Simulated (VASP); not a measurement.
# Ti (I4/mmm) in VASP: further runs, part 2 of 2

VASP 6.6.1. Earlier steps stand in the parts before.

## Step 3: Electric field gradients, PBE (x and y stretched by +3 %, z held)

Contents of INCAR:

```
  PREC = Accurate
  ENCUT = 520
  EDIFF = 1E-8
  ISMEAR = -1
  SIGMA = 0.05
  LREAL = False
  LASPH = True
  NELM = 80
  ALGO = Normal
  ISIF = 2
  LWAVE = False
  LCHARG = False
  GGA = PE
  LEFG = True
  NBANDS = 12
```

Contents of KPOINTS:

```
regular mesh
0
Gamma
  14 14 14
```

Contents of POSCAR:

```
Ti
1.0
   -1.6902300000      1.6902300000      1.6410000000
    1.6902300000     -1.6902300000      1.6410000000
    1.6902300000      1.6902300000     -1.6410000000
Ti
1
Direct
    0.0000000000      0.0000000000      0.0000000000
```

Potentials or basis: VASP PAW PBE potentials, release 64 (Ti_sv).

On the command line:

```
> cat potpaw_PBE.64/Ti_sv/POTCAR > POTCAR
> mpirun -np 1 vasp_std > vasp.out
```

OUTCAR:

```text
PREC = Accurate
   ENCUT = 520
   EDIFF = 1E-8
   ISMEAR = -1
   LREAL = False
   LASPH = True
   NELM = 80
   ISIF = 2
   GGA = PE

 ion  position               nearest neighbor table
   1  0.000  0.000  0.000-

  LATTYP: Found a body centered tetragonal cell.
 ALAT       =     3.3804600000
 C/A-ratio  =     0.9708737864

  Lattice vectors:

 A1 = (  -1.6902300000,   1.6902300000,   1.6410000000)
 A2 = (   1.6902300000,  -1.6902300000,   1.6410000000)
 A3 = (   1.6902300000,   1.6902300000,  -1.6410000000)

Analysis of symmetry for initial positions (statically):
=====================================================================
 Subroutine PRICEL returns:
 Original cell was already a primitive cell.

 Routine SETGRP: Setting up the symmetry group for a
[... 542 lines left out ...]
  in kB      -74.7055254    -74.7055254    -83.6265452      0.0000000      0.0000000      0.0000000
  external PRESSURE =     -77.6791986 kB  Pullay stress =       0.0000000 kB

 VOLUME and BASIS-vectors are now :
 -----------------------------------------------------------------------------
  energy-cutoff  :      520.00
  volume of cell :       18.75
      direct lattice vectors                 reciprocal lattice vectors
    -1.690230000  1.690230000  1.641000000     0.000000000  0.295817729  0.304692261
     1.690230000 -1.690230000  1.641000000     0.295817729  0.000000000  0.304692261
     1.690230000  1.690230000 -1.641000000     0.295817729  0.295817729  0.000000000

 POSITION                                       TOTAL-FORCE (eV/Angst)
 -----------------------------------------------------------------------------------
      0.00000      0.00000      0.00000         0.000000      0.000000      0.000000
 -----------------------------------------------------------------------------------
    total drift:                                0.000000      0.000000      0.000000

  FREE ENERGIE OF THE ION-ELECTRON SYSTEM (eV)
  ---------------------------------------------------
  free  energy   TOTEN  =        -7.6956309488 eV

  energy  without entropy=       -7.6739044655  energy(sigma->0) =       -7.68476771

 Electric field gradients (V/A^2)
---------------------------------------------------------------------
 ion       V_xx      V_yy      V_zz      V_xy      V_xz      V_yz
---------------------------------------------------------------------
   1       0.109     0.109    -0.218     0.001     0.001     0.001
---------------------------------------------------------------------

 Electric field gradients after diagonalization (V/A^2)
 (convention: |V_zz| > |V_xx| > |V_yy|)
----------------------------------------------------------------------
 ion       V_xx      V_yy      V_zz     asymmetry (V_yy - V_xx)/ V_zz
----------------------------------------------------------------------
   1       0.110     0.108    -0.218       0.008
----------------------------------------------------------------------

           NMR quadrupolar parameters

 Cq : quadrupolar parameter    Cq=e*Q*V_zz/h
 eta: asymmetry parameters     (V_yy - V_xx)/ V_zz
 Q  : nuclear electric quadrupole moment in mb (millibarn)
----------------------------------------------------------------------
 ion       Cq(MHz)       eta       Q (mb)
----------------------------------------------------------------------
   1      -0.001       0.008       1.000
----------------------------------------------------------------------
```

OSZICAR:

```text
N       E                     dE             d eps       ncg     rms          rms(c)
DAV:   1     0.866558118488E+02    0.86656E+02   -0.65613E+03  5860   0.118E+03
DAV:   2    -0.439460949013E+01   -0.91050E+02   -0.88715E+02  5948   0.295E+02
DAV:   3    -0.879484553252E+01   -0.44002E+01   -0.43468E+01  8272   0.655E+01
DAV:   4    -0.888146409774E+01   -0.86619E-01   -0.86509E-01  6600   0.832E+00
DAV:   5    -0.888347755780E+01   -0.20135E-02   -0.20134E-02  6948   0.114E+00    0.783E+00
DAV:   6    -0.769027804778E+01    0.11932E+01   -0.30271E+00  6304   0.237E+01    0.189E+00
DAV:   7    -0.768883866881E+01    0.14394E-02   -0.64352E-02  6700   0.249E+00    0.118E+00
DAV:   8    -0.769519271177E+01   -0.63540E-02   -0.31038E-02  6276   0.202E+00    0.926E-02
DAV:   9    -0.769561304657E+01   -0.42033E-03   -0.15351E-03  6996   0.372E-01    0.603E-02
DAV:  10    -0.769564105466E+01   -0.28008E-04   -0.21548E-04  6268   0.139E-01    0.147E-02
DAV:  11    -0.769562993504E+01    0.11120E-04   -0.24621E-05  6808   0.706E-02    0.747E-03
DAV:  12    -0.769563070876E+01   -0.77372E-06   -0.16170E-06  8040   0.137E-02    0.518E-04
DAV:  13    -0.769563106102E+01   -0.35226E-06   -0.11061E-07  7732   0.276E-03    0.142E-03
DAV:  14    -0.769563097331E+01    0.87717E-07   -0.30886E-08  6048   0.227E-03    0.188E-04
DAV:  15    -0.769563095505E+01    0.18254E-07   -0.93805E-10  3148   0.386E-04    0.774E-05
DAV:  16    -0.769563094881E+01    0.62455E-08   -0.33140E-10  3048   0.190E-04
   1 F= -.76956309E+01 E0= -.76847677E+01  d E =-.217265E-01
```

stdout:

```text
POSCAR found type information on POSCAR Ti
 POSCAR found :  1 types and       1 ions
 scaLAPACK will be used
 LDA part: xc-table for (Slater+PW92), standard interpolation
 POSCAR, INCAR and KPOINTS ok, starting setup
 FFT: planning ... GRIDC
 FFT: planning ... GRID_SOFT
 FFT: planning ... GRID
 WAVECAR not read
 entering main loop
ion   1
```

Run time: 78 s. Hardware: 1 thread of Intel Xeon 6975P-C, shared host; peak memory 0.18 GiB.

What came out:

- Free energy: -7.6956 eV
- Pressure: -7.8 GPa
- Band gap on the k mesh: zero (band 6 reaches 8.23 eV, above the bottom of band 7 at 6.74 eV)

Stress tensor (GPa, compression positive):
```
-7.47  0.00  0.00
 0.00 -7.47  0.00
 0.00  0.00 -8.36
```

Caveat: the cell differs from its parent crystal (x and y stretched by +3 %, z held); without QUAD_EFG the Cq values of the log hold for a quadrupole moment of 1 mb, not for the nuclei.
